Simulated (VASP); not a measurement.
A run of VASP 6.6.1 is set up as follows.

The input INCAR:

```
  ALGO = Normal
  EDIFF = 1E-6
  ENCUT = 520
  ISIF = 2
  ISMEAR = 0
  LASPH = True
  LCHARG = False
  LREAL = False
  LWAVE = False
  NBANDS = 21
  NELM = 80
  PREC = Accurate
  SIGMA = 0.3
```

The input KPOINTS:

```
k-points
0
Gamma
  11 11 8
```

POSCAR

```
Sn
1.0
   -2.8994216605      2.9008009606      1.5581694818
    2.9008009606     -2.8994216605      1.5581694818
    2.8985835788      2.8985835788     -1.5556411493
Sn
2
Direct
    0.0000164062      0.9999835938      0.0000000000
    0.7499835938      0.2500164062      0.5000000000
```

Potentials or basis: VASP PAW LDA potentials, release 64 (Sn_d).

Run with:

```bash
$ cat potpaw_LDA.64/Sn_d/POTCAR > POTCAR
$ mpirun -np 1 vasp_std > vasp.out
```

Problem. Estimate the band gap on the k mesh.

Solution. Zero (bands 14 and 15 overlap by 3.81 eV).

Problem. Estimate the pressure.

Solution. 0.0 GPa.

Caveat: so wide a smearing shifts energies and pressures; spin-orbit coupling is left out, which moves the levels of the heavy elements.
